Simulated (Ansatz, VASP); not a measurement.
# One calculation of B, two programs

```
B
1.0
     1.78883    0.00000    0.00000
     0.00000    1.80271    0.00000
     0.00000    0.00000    2.80778
B
1
Direct
  0.50000 0.00000 0.50000
```

Alike in both runs: task relaxation of cell and atoms; functional PBE; k mesh 10 × 10 × 6; occupations gaussian, width 0.1 eV; no spin polarisation.

|  | VASP | Ansatz |
| --- | --- | --- |
| version | VASP 6.6.1 | Ansatz 0.2.0 |
| potentials or method | VASP PAW PBE potentials, release 64 (B), cutoff 500 eV | scalar-relativistic, plane waves, PAW |
| valence electrons in the cell | 3 | 3 |

VASP gave:

```
gap on the k mesh at the Fermi level, each at its own relaxed structure (eV) : none
relaxed volume (Å³/atom)                                                     : 8.72
relaxed cell length with the largest relative difference (Å)                 : 2.339
```

Q: What did Ansatz give for the same quantities?

A: gap on the k mesh at the Fermi level, each at its own relaxed structure (eV): none; relaxed volume (Å³/atom): 8.74; relaxed cell length with the largest relative difference (Å): 2.343.

A gap of «none» marks a metal or a gap that the smearing closes.

The k mesh is coarse, so the values compare programs but aren't converged.
